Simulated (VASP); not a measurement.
The system is In3GaP2.

```
In Ga P
1.0
     8.73083    0.00000    0.00000
    -4.36542    7.56112    0.00000
     0.00000    0.00000    2.98442
In Ga P
3 1 2
Direct
  0.50000 0.00000 0.00000
  0.00000 0.50000 0.00000
  0.50000 0.50000 0.00000
  0.00000 0.00000 0.00000
  0.33333 0.66667 0.00000
  0.66667 0.33333 0.00000
```

The cell was built from a structure type or drawn by symmetry, and may not be a known phase.

- Program: VASP 6.6.1
- Task: relaxation of cell and atoms
- Functional: PBE
- Potentials or basis: VASP PAW PBE potentials, release 64 (In_d, Ga_d, P)
- Cutoff: 600 eV
- k mesh: 3 × 3 × 6
- Occupations: gaussian, width 0.1 eV
- Spin: no spin polarisation

At the start: pressure 0.5 GPa; volume 32.84 Å³/atom.

**Question.** Where does the relaxation end?

**Answer.** Over 6 steps the energy falls by 130.7 meV/atom and the volume is 33.48 Å³/atom (+2.0 %); space group P6/mmm (No. 191, to 0.1 Å) before and after.

Step by step:
```
step  energy change (eV)  largest force (eV/Å)  pressure (GPa)  volume (Å³)
   1              0.0000                0.0000            0.50       197.02
   2             -0.5901                0.0000           -0.29       199.54
   3              1.8301                0.0000            8.33       201.80
   4             -0.7702                0.0000           -0.06       200.59
   5             -0.7839                0.0000            0.19       200.92
   6             -0.7840                0.0000            0.13       200.87
```

Final structure:
```
In Ga P
1.0
     9.20801    0.00000    0.00000
    -4.60400    7.97437    0.00000
     0.00000    0.00000    2.73559
In Ga P
3 1 2
Direct
  0.50000 0.00000 0.00000
  0.00000 0.50000 0.00000
  0.50000 0.50000 0.00000
  0.00000 0.00000 0.00000
  0.33333 0.66667 0.00000
  0.66667 0.33333 0.00000
```

Caveat: spin-orbit coupling is left out, which moves the levels of the heavy elements.
